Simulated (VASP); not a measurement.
# CdS (wurtzite type) (P6_3mc) in VASP: a series of runs, part 2 of 2

VASP 6.6.1. The steps go on from the part before.

## Step 4: Electric field gradients, PBE

The input, INCAR:

```
ALGO = Normal ; EDIFF = 1E-8
ENCUT = 520 ; GGA = PE
ISIF = 2 ; ISMEAR = -1
LASPH = T ; LCHARG = F
LEFG = T ; LREAL = F
LWAVE = F ; NBANDS = 26
NELM = 100 ; PREC = Accurate
SIGMA = 0.05
```

The input, KPOINTS:

```
k-points
0
Gamma
  11 11 6
```

The input, POSCAR:

```
CdS
1.0
    4.1959786962      0.0000000000      0.0000000000
   -2.0979893481      3.6338241446      0.0000000000
    0.0000000000      0.0000000000      6.8307170330
Cd S
2 2
Direct
    0.3333333333      0.6666666667     -0.0002060933
    0.6666666667      0.3333333333      0.4997939067
    0.3333333333      0.6666666667      0.3762060933
    0.6666666667      0.3333333333      0.8762060933
```

Potentials or basis: VASP PAW PBE potentials, release 64 (Cd, S).

The run is started by

```bash
$ cat potpaw_PBE.64/Cd/POTCAR potpaw_PBE.64/S/POTCAR > POTCAR
$ mpirun -np 1 vasp_std > vasp.out
```

OUTCAR:

```text
EDIFF = 1E-8
   ENCUT = 520
   GGA = PE
   ISIF = 2
   ISMEAR = -1
   LASPH = T
   LREAL = F
   NELM = 100
   PREC = Accurate

 ion  position               nearest neighbor table
   1  0.333  0.667  1.000-   4 2.57   4 2.57   4 2.57   3 2.57
   2  0.667  0.333  0.500-   3 2.57   3 2.57   3 2.57   4 2.57
   3  0.333  0.667  0.376-   2 2.57   2 2.57   2 2.57   1 2.57
   4  0.667  0.333  0.876-   1 2.57   1 2.57   1 2.57   2 2.57

  LATTYP: Found a hexagonal cell.
 ALAT       =     4.1959786962
 C/A-ratio  =     1.6279198555

  Lattice vectors:

 A1 = (   4.1959786962,   0.0000000000,   0.0000000000)
 A2 = (  -2.0979893481,   3.6338241446,   0.0000000000)
 A3 = (   0.0000000000,   0.0000000000,   6.8307170330)

Analysis of symmetry for initial positions (statically):
=====================================================================
 Subroutine PRICEL returns:
 Original cell was already a primitive cell.

 Routine SETGRP: Setting up the symmetry group for a
 hexagonal supercell.

 Subroutine GETGRP returns: Found 12 space group operations
 (whereof  6 operations were pure point group operations)
 out of a pool of 24 trial point group operations.

The static configuration has the point symmetry C_3v.
 The point group associated with its full space group is C_6v.

Analysis of symmetry for dynamics (positions and initial velocities):
=====================================================================
 Subroutine PRICEL returns:
[... 863 lines left out ...]
     26       9.2785      0.00000

 [... further k-points ...]

------------------------ aborting loop because EDIFF is reached ----------------------------------------

  FORCE on cell =-STRESS in cart. coord.  units (eV):
  Direction    XX          YY          ZZ          XY          YZ          ZX
  --------------------------------------------------------------------------------------
  -------------------------------------------------------------------------------------
  Total        0.1898385      0.1898385      0.1889837      0.0000000     -0.0000000      0.0000000
  in kB        2.9203258      2.9203258      2.9071770      0.0000000     -0.0000000      0.0000000
  external PRESSURE =       2.9159429 kB  Pullay stress =       0.0000000 kB

 VOLUME and BASIS-vectors are now :
 -----------------------------------------------------------------------------
  energy-cutoff  :      520.00
  volume of cell :      104.15
      direct lattice vectors                 reciprocal lattice vectors
     4.195978696  0.000000000  0.000000000     0.238323422  0.137596092  0.000000000
    -2.097989348  3.633824145  0.000000000     0.000000000  0.275192183  0.000000000
     0.000000000  0.000000000  6.830717033     0.000000000  0.000000000  0.146397515

 POSITION                                       TOTAL-FORCE (eV/Angst)
 -----------------------------------------------------------------------------------
     -0.00000      2.42255      6.82931         0.000000     -0.000000     -0.001851
      2.09799      1.21127      3.41395        -0.000000      0.000000     -0.001851
     -0.00000      2.42255      2.56976        -0.000000      0.000000      0.001851
      2.09799      1.21127      5.98512         0.000000     -0.000000      0.001851
 -----------------------------------------------------------------------------------
    total drift:                               -0.000000     -0.000000     -0.000629

  FREE ENERGIE OF THE ION-ELECTRON SYSTEM (eV)
  ---------------------------------------------------
  free  energy   TOTEN  =       -12.2997790281 eV

  energy  without entropy=      -12.2997788685  energy(sigma->0) =      -12.29977895

 Electric field gradients (V/A^2)
---------------------------------------------------------------------
 ion       V_xx      V_yy      V_zz      V_xy      V_xz      V_yz
---------------------------------------------------------------------
   1      -1.506    -1.504     3.010     0.001    -0.000     0.000
   2      -1.506    -1.504     3.010     0.001     0.000    -0.000
   3      -0.071    -0.071     0.141     0.000     0.000    -0.000
   4      -0.071    -0.071     0.141     0.000    -0.000     0.000
---------------------------------------------------------------------

 Electric field gradients after diagonalization (V/A^2)
 (convention: |V_zz| > |V_xx| > |V_yy|)
----------------------------------------------------------------------
 ion       V_xx      V_yy      V_zz     asymmetry (V_yy - V_xx)/ V_zz
----------------------------------------------------------------------
   1      -1.506    -1.504     3.010       0.001
   2      -1.506    -1.504     3.010       0.001
   3      -0.071    -0.070     0.141       0.004
   4      -0.071    -0.070     0.141       0.004
----------------------------------------------------------------------

           NMR quadrupolar parameters

 Cq : quadrupolar parameter    Cq=e*Q*V_zz/h
 eta: asymmetry parameters     (V_yy - V_xx)/ V_zz
 Q  : nuclear electric quadrupole moment in mb (millibarn)
----------------------------------------------------------------------
 ion       Cq(MHz)       eta       Q (mb)
----------------------------------------------------------------------
   1       0.007       0.001       1.000
   2       0.007       0.001       1.000
   3       0.000       0.004       1.000
   4       0.000       0.004       1.000
----------------------------------------------------------------------
```

stdout:

```text
POSCAR found type information on POSCAR CdS
 POSCAR found :  2 types and       4 ions
 scaLAPACK will be used
 LDA part: xc-table for (Slater+PW92), standard interpolation
 POSCAR, INCAR and KPOINTS ok, starting setup
 FFT: planning ... GRIDC
 FFT: planning ... GRID_SOFT
 FFT: planning ... GRID
 WAVECAR not read
 entering main loop
ion   1

ion   2

ion   3

ion   4
```

Run time: 2.4 min. Hardware: 1 thread of Intel Xeon Platinum 8488C (Sapphire Rapids), shared host; peak memory 0.31 GiB.

What came out:

| Property | Result |
| --- | --- |
| Free energy | -12.2998 eV |
| Pressure | 0.3 GPa |
| Band gap on the k mesh | 1.11 eV, direct |

Electric field gradients, principal values (V/Å²):
| atom | least | middle | greatest (by size) |
| --- | --- | --- | --- |
| 1 Cd | -1.504 | -1.506 | 3.010 |
| 2 Cd | -1.504 | -1.506 | 3.010 |
| 3 S | -0.070 | -0.071 | 0.141 |
| 4 S | -0.070 | -0.071 | 0.141 |

Caveat: without QUAD_EFG the Cq values of the log hold for a quadrupole moment of 1 mb, not for the nuclei. Expect the measured gap to be larger: semilocal functionals such as PBE lack the derivative discontinuity.
